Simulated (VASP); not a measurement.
The system is Al3Cu2.

```
Al Cu
1.0
     4.04727    0.00740    0.02004
    -2.01722    3.48311   -0.01205
     0.02445   -0.00286    4.98070
Al Cu
3 2
Cartesian
  0.0011 -0.0080 -0.0189
  0.0780 2.1443 1.6160
  1.9417 1.1231 3.2583
  -0.1135 2.2842 4.2564
  2.0420 1.0183 0.6548
```

Base run:

- Program: VASP 6.6.1
- Functional: r2SCAN
- Potentials or basis: VASP PAW PBE potentials, release 64 (Al, Cu)
- Cutoff: 520 eV
- k mesh: 6 × 6 × 4
- Occupations: gaussian, width 0.1 eV
- Spin: no spin polarisation

Its results: pressure 7.3 GPa; largest force 1.699 eV/Å.

Q: The run is repeated on the same cell with these changes: k mesh from 6 × 6 × 4 to 4 × 4 × 4. What comes out?

A: Pressure 7.7 GPa; largest force 1.674 eV/Å.

Caveats: some runs use coarse meshes; the PAW data sets were made with another functional, which shifts forces and pressure a little.
